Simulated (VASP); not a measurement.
A run of VASP 6.6.1:

INCAR

```
PREC = Accurate
ENCUT = 520
EDIFF = 1E-7
ISMEAR = -1
SIGMA = 0.05
LREAL = False
LASPH = True
NELM = 80
ALGO = Normal
ISIF = 2
LWAVE = False
LCHARG = False
GGA = PE
NBANDS = 12
```

The input KPOINTS:

```
regular mesh
0
Gamma
  15 15 8
```

POSCAR

```
P
1.0
    2.7053825630      0.0000000000      0.0000000000
   -1.3526912815      2.3429300266      0.0000000000
    0.0000000000      0.0000000000      4.5876880108
P
2
Direct
    0.3333333333      0.6666666667      0.2500000000
    0.6666666667      0.3333333333      0.7500000000
```

Potentials or basis: VASP PAW PBE potentials, release 64 (P).

The run is started by

```sh
$ cat potpaw_PBE.64/P/POTCAR > POTCAR
$ mpirun -np 1 vasp_std > vasp.out
```

Hardware: 1 thread of Intel(R) Xeon(R) Platinum 8488C (Sapphire Rapids), on a shared host.

Question: Estimate the wall time of this run.

Answer: Wall time 22 s on 1 thread of Intel(R) Xeon(R) Platinum 8488C (Sapphire Rapids), with other jobs on the host, peak memory 0.15 GiB. Counts: scf iterations 12, k points 135.
